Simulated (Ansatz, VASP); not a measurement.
Re: VASP beside Ansatz

File INCAR:

```
ALGO = Normal
EDIFF = 1E-8
ENCUT = 520
GGA = PS
ISIF = 2
ISMEAR = -1
LASPH = T
LCHARG = F
LEFG = T
LREAL = F
LWAVE = F
NBANDS = 14
NELM = 100
PREC = Accurate
SIGMA = 0.05
```

Contents of KPOINTS:

```
k-points
0
Gamma
  18 18 10
```

File POSCAR:

```
Re
1.0
    2.6371536987      0.0000000000      0.0000000000
   -1.3185768494      2.2838420967      0.0000000000
    0.0000000000      0.0000000000      4.2167694387
Re
2
Direct
    0.3333333333      0.6666666667      0.2500000000
    0.6666666667      0.3333333333      0.7500000000
```

Input for Ansatz:

```yaml
crystal:
  lattice:
    - [2.6371536987, 0.0, 0.0]
    - [-1.3185768494, 2.2838420967, 0.0]
    - [0.0, 0.0, 4.2167694387]
  atoms:
    - { symbol: Re, position: [0.3333333333, 0.6666666667, 0.25] }
    - { symbol: Re, position: [0.6666666667, 0.3333333333, 0.75] }
kpoints:
  mp_grid: { grid: [18, 18, 10] }
scf:
  occupations: { method: fermi_dirac, width: 0.05 }
hamiltonian:
  xc: pbesol
  pseudopotentials: { kind: all_electron, datasets: crystal }
output:
  forces: true
  stress: true
  eigenvalues: true
  efg: { contact_densities: true }
```

Change from the starting cell: volume scaled by 1.04, crystal datasets.

Alike in both runs: task electric field gradients; functional PBEsol; k mesh 18 × 18 × 10; occupations fermi-dirac, width 0.05 eV; no spin polarisation.

```csv
,VASP,Ansatz
version,VASP 6.6.1,Ansatz 0.2.0
potentials or method,"VASP PAW PBE potentials, release 64 (Re), cutoff 520 eV","all-electron PAW with datasets made for the crystal, scalar-relativistic"
```

```csv
,VASP,Ansatz,Ansatz less VASP
pressure (GPa),74.0,71.6,-2.42
"traceless stress, the component that is largest in VASP (GPa)",4.90,5.00,+0.101
size of Vzz on the site where it differs most (V/Å²),105.7,85.8,-19.94
```

VASP's potentials were made for PBE, not for PBEsol. Both programs put the cell under a high pressure, so it lies far from rest at this level. Ansatz ran all-electron here, and VASP with PAW potentials.

Spin-orbit coupling is off throughout. Noted on VASP's run: the cell as given lies far from equilibrium.
